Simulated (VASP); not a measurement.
# TiAl (Pm-3m) in VASP: a series of runs, part 2 of 2

VASP 6.6.1. Earlier steps stand in the parts before.

## Step 5: Single point, r2SCAN

This run uses another cell than the first one, of 15.95 Å³/atom, 1.064 times its volume.

POSCAR

```
TiAl
1.0
    3.1712856882      0.0000000000      0.0000000000
    0.0000000000      3.1712856882      0.0000000000
    0.0000000000      0.0000000000      3.1712856882
Ti Al
1 1
Direct
    0.5000000000      0.5000000000      0.5000000000
    0.0000000000      0.0000000000      0.0000000000
```

INCAR.step1

```
PREC = Accurate ; ENCUT = 520
ISMEAR = 0 ; SIGMA = 0.1
LREAL = False ; LASPH = True
NELM = 80 ; NBANDS = 14
GGA = PE ; ALGO = Normal
EDIFF = 1E-4 ; LWAVE = True
LCHARG = False
```

INCAR.step2

```
PREC = Accurate ; ENCUT = 520
EDIFF = 1E-7 ; ISMEAR = 0
SIGMA = 0.1 ; LREAL = False
LASPH = True ; NELM = 80
ALGO = Normal ; ISIF = 2
LWAVE = False ; LCHARG = True
METAGGA = R2SCAN ; LMIXTAU = True
LELF = True ; LVHAR = True
NBANDS = 14 ; ISTART = 1
```

KPOINTS

```
Automatic mesh
0
Gamma
  14 14 14
```

Potentials or basis: VASP PAW PBE potentials, release 64 (Ti_sv, Al).

The run is started by

```sh
$ cat potpaw_PBE.64/Ti_sv/POTCAR potpaw_PBE.64/Al/POTCAR > POTCAR
$ cp INCAR.step1 INCAR
$ mpirun -np 1 vasp_std > vasp.out
$ cp INCAR.step2 INCAR
$ mpirun -np 1 vasp_std > vasp.out
```

OUTCAR:

```text
PREC = Accurate
   ENCUT = 520
   EDIFF = 1E-7
   ISMEAR = 0
   LREAL = False
   LASPH = True
   NELM = 80
   ISIF = 2
   METAGGA = R2SCAN
   ISTART = 1

 ion  position               nearest neighbor table
   1  0.500  0.500  0.500-   2 2.75   2 2.75   2 2.75   2 2.75   2 2.75   2 2.75   2 2.75   2 2.75

   2  0.000  0.000  0.000-   1 2.75   1 2.75   1 2.75   1 2.75   1 2.75   1 2.75   1 2.75   1 2.75

  LATTYP: Found a simple cubic cell.
 ALAT       =     3.1712856882

  Lattice vectors:

 A1 = (   3.1712856882,   0.0000000000,   0.0000000000)
 A2 = (   0.0000000000,   3.1712856882,   0.0000000000)
 A3 = (   0.0000000000,   0.0000000000,   3.1712856882)

Analysis of symmetry for initial positions (statically):
=====================================================================
 Subroutine PRICEL returns:
 Original cell was already a primitive cell.

 Routine SETGRP: Setting up the symmetry group for a
 simple cubic supercell.

 Subroutine GETGRP returns: Found 48 space group operations
 (whereof 48 operations were pure point group operations)
 out of a pool of 48 trial point group operations.

[... 177 lines left out ...]
      6       7.2738      2.00000
      7       7.2738      2.00000
      8      10.9816      0.00000
      9      10.9816      0.00000
     10      10.9816      0.00000
     11      13.5692      0.00000
     12      13.5692      0.00000
     13      13.5692      0.00000
     14      18.0207      0.00000
[... 377 lines left out ...]
      1     -50.3261      2.00000
      2     -25.6444      2.00000
      3     -25.5575      2.00000
      4     -25.4806      2.00000
      5       1.6630      2.00000
      6       5.4540      2.00000
      7       7.6019      2.00000
      8       8.8516      1.73840
      9       9.6197      0.00000
     10      10.5037      0.00000
     11      11.9658      0.00000
     12      14.2977      0.00000
     13      16.7658      0.00000
     14      17.5999      0.00000

 [... further k-points ...]

------------------------ aborting loop because EDIFF is reached ----------------------------------------

  FORCE on cell =-STRESS in cart. coord.  units (eV):
  Direction    XX          YY          ZZ          XY          YZ          ZX
  --------------------------------------------------------------------------------------
  -------------------------------------------------------------------------------------
  Total        0.0289037      0.0289037      0.0289037     -0.0000000     -0.0000000      0.0000000
  in kB        1.4519700      1.4519700      1.4519700     -0.0000000     -0.0000000      0.0000000
  external PRESSURE =       1.4519700 kB  Pullay stress =       0.0000000 kB

 VOLUME and BASIS-vectors are now :
 -----------------------------------------------------------------------------
  energy-cutoff  :      520.00
  volume of cell :       31.89
      direct lattice vectors                 reciprocal lattice vectors
     3.171285688  0.000000000  0.000000000     0.315329522  0.000000000  0.000000000
     0.000000000  3.171285688  0.000000000     0.000000000  0.315329522  0.000000000
     0.000000000  0.000000000  3.171285688     0.000000000  0.000000000  0.315329522

 POSITION                                       TOTAL-FORCE (eV/Angst)
 -----------------------------------------------------------------------------------
      1.58564      1.58564      1.58564         0.000000      0.000000      0.000000
      0.00000      0.00000      0.00000         0.000000      0.000000      0.000000
 -----------------------------------------------------------------------------------
    total drift:                                0.000000     -0.000000     -0.000000

  FREE ENERGIE OF THE ION-ELECTRON SYSTEM (eV)
  ---------------------------------------------------
  free  energy   TOTEN  =       -20.3159664980 eV

  energy  without entropy=      -20.3058136728  energy(sigma->0) =      -20.31089009
```

OSZICAR.step1:

```text
N       E                     dE             d eps       ncg     rms          rms(c)
DAV:   1     0.111201599321E+03    0.11120E+03   -0.71808E+03  3368   0.107E+03
DAV:   2    -0.362911846112E+01   -0.11483E+03   -0.11073E+03  3468   0.307E+02
DAV:   3    -0.130668866598E+02   -0.94378E+01   -0.91554E+01  5884   0.759E+01
DAV:   4    -0.137339946060E+02   -0.66711E+00   -0.66460E+00  3966   0.157E+01
DAV:   5    -0.137516019886E+02   -0.17607E-01   -0.17591E-01  4658   0.266E+00    0.988E+00
DAV:   6    -0.121867951589E+02    0.15648E+01   -0.50574E+00  3854   0.307E+01    0.286E+00
DAV:   7    -0.121218494116E+02    0.64946E-01   -0.41614E-01  3742   0.859E+00    0.175E+00
DAV:   8    -0.121165941537E+02    0.52553E-02   -0.53499E-02  4548   0.244E+00    0.563E-01
DAV:   9    -0.121137362594E+02    0.28579E-02   -0.94169E-03  3910   0.132E+00    0.165E-01
DAV:  10    -0.121138665622E+02   -0.13030E-03   -0.24569E-04  3768   0.147E-01    0.102E-01
DAV:  11    -0.121138840634E+02   -0.17501E-04   -0.18385E-04  3294   0.156E-01
   1 F= -.12113884E+02 E0= -.12107822E+02  d E =-.121243E-01
```

Run time: 67 s. Hardware: 1 thread of Intel Xeon 6975P-C (Granite Rapids), shared host; peak memory 0.18 GiB.

What came out:

- Free energy: -20.3160 eV
- Pressure: 0.1 GPa

Caveat: the PAW data sets were made with another functional, which shifts forces and pressure a little.

## Step 6: Single point, r2SCAN (volume scaled by 1.03)

POSCAR

```
TiAl
1.0
    3.2026865985      0.0000000000      0.0000000000
    0.0000000000      3.2026865985      0.0000000000
    0.0000000000      0.0000000000      3.2026865985
Ti Al
1 1
Direct
    0.5000000000      0.5000000000      0.5000000000
    0.0000000000      0.0000000000      0.0000000000
```

INCAR.step1

```
PREC = Accurate ; ENCUT = 520
ISMEAR = 0 ; SIGMA = 0.1
LREAL = F ; LASPH = T
NELM = 80 ; NBANDS = 14
GGA = PE ; ALGO = Normal
EDIFF = 1E-4 ; LWAVE = T
LCHARG = F
```

INCAR.step2

```
PREC = Accurate ; ENCUT = 520
EDIFF = 1E-6 ; ISMEAR = 0
SIGMA = 0.1 ; LREAL = F
LASPH = T ; NELM = 80
ALGO = Normal ; ISIF = 2
LWAVE = F ; LCHARG = F
METAGGA = R2SCAN ; LMIXTAU = T
NBANDS = 14 ; ISTART = 1
```

KPOINTS is that of step 5.

Potentials or basis: VASP PAW PBE potentials, release 64 (Ti_sv, Al).

The run is started by

```sh
$ cat potpaw_PBE.64/Ti_sv/POTCAR potpaw_PBE.64/Al/POTCAR > POTCAR
$ cp INCAR.step1 INCAR
$ mpirun -np 1 vasp_std > vasp.out
$ cp INCAR.step2 INCAR
$ mpirun -np 1 vasp_std > vasp.out
```

Wall time 63 s (1 thread of Intel Xeon 6975P-C (Granite Rapids), shared host); peak memory 0.18 GiB.

Results (log left out):

```
Free energy : -20.3068 eV
Pressure    : -3.2 GPa
```

Levels at points of the mesh, in eV from the Fermi level:
```csv
k point,band 4,band 5,band 6,band 7,band 8,band 9,band 10,band 11
"(0.00, 0.00, 0.00)",-34.50,-9.78,-1.58,-1.58,1.98,1.98,1.98,4.49
"(0.50, 0.00, 0.00)",-34.48,-6.43,-5.55,-0.65,0.26,0.26,2.19,2.99
"(0.50, 0.50, 0.00)",-34.47,-5.19,-2.42,-2.42,-1.62,0.85,0.85,2.72
"(0.50, 0.50, 0.50)",-34.62,-3.22,-3.22,-3.22,0.77,2.79,2.79,2.79
```

Caveat: the cell differs from its parent crystal (volume scaled by 1.03); the PAW data sets were made with another functional, which shifts forces and pressure a little.

## Step 7: Overview

| cell | gap on the mesh (eV) | pressure (GPa) |
| --- | --- | --- |
| a = 3.107 Å, 2 atoms | none | 8.6 |
| a = 3.139 Å, 2 atoms | none | 4.0 |
| a = 3.171 Å, 2 atoms | none | 0.1 |
| a = 3.203 Å, 2 atoms | none | -3.2 |

Alike in all rows: task single point; level r2SCAN; potentials or basis VASP PAW PBE potentials, release 64 (Ti_sv, Al); no spin polarisation; k mesh 14 × 14 × 14; cutoff (eV) 520; smearing gaussian 0.1 eV.

Caveats: the PAW data sets were made with another functional, which shifts forces and pressure a little.

Absolute energies hang on the potentials; compare differences alone.
